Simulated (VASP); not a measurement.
Wanted: the native input for a VASP 6.6.1 run.

| Property | Result |
| --- | --- |
| Task | relaxation of cell and atoms |
| Functional | PBE |
| Potentials or basis | VASP PAW PBE potentials, release 64 (As) |
| Cutoff | 600 eV |
| k mesh | 4 × 4 × 4 |
| Occupations | gaussian, width 0.1 eV |
| Spin | no spin polarisation |
| Dipole correction | no |
| Further INCAR settings | ALGO = Normal; EDIFF = 1e-06; IBRION = 2; EDIFFG = -0.04; NSW = 90; ISIF = 3 |

The structure of As lies in POSCAR:

```
As
1.0
    5.3033822514     -3.7483001533      0.0000000000
    5.3033822514      3.7483001533      0.0000000000
   -2.1882141112      0.0000000000      4.4275057156
As
8
Direct
    0.8260000000      0.8260000000      0.1740000000
    0.1740000000      0.1740000000      0.8260000000
    0.2480000000      0.2480000000      0.1860000000
    0.7520000000      0.7520000000      0.8140000000
    0.7691000000      0.3029000000      0.1810000000
    0.6971000000      0.2309000000      0.8190000000
    0.2309000000      0.6971000000      0.8190000000
    0.3029000000      0.7691000000      0.1810000000
```

These files were run (other wordings do the same):

INCAR

```
ALGO = Normal ; EDIFF = 1E-6
EDIFFG = -0.04 ; ENCUT = 600
GGA = PE ; IBRION = 2
ISIF = 3 ; ISMEAR = 0
LASPH = T ; LCHARG = F
LREAL = F ; LWAVE = F
NELM = 60 ; NSW = 90
PREC = Accurate ; SIGMA = 0.1
```

KPOINTS

```
k-points
0
Gamma
  4 4 4
```

Potentials or basis: VASP PAW PBE potentials, release 64 (As).

The run is started by

```sh
$ cat potpaw_PBE.64/As/POTCAR > POTCAR
$ mpirun -np 1 vasp_std > vasp.out
```

It gave:

```json
{
 "Relaxed cell": "a = 7.215 Å, b = 7.215 Å, c = 8.621 Å, α = 111.93°, β = 111.93°, γ = 59.96°",
 "Space group after relaxing (to 0.1 Å)": "C2/m (No. 12)",
 "Pressure after relaxing": "0.0 GPa",
 "Largest force after relaxing": "0.036 eV/Å",
 "Band gap on the k mesh": "1.66 eV (least direct gap 1.85 eV)"
}
```

Run time: 37 min on 1 thread of AMD EPYC 9R45 96-Core Processor (Zen 5) (shared host), peak memory 0.36 GiB.
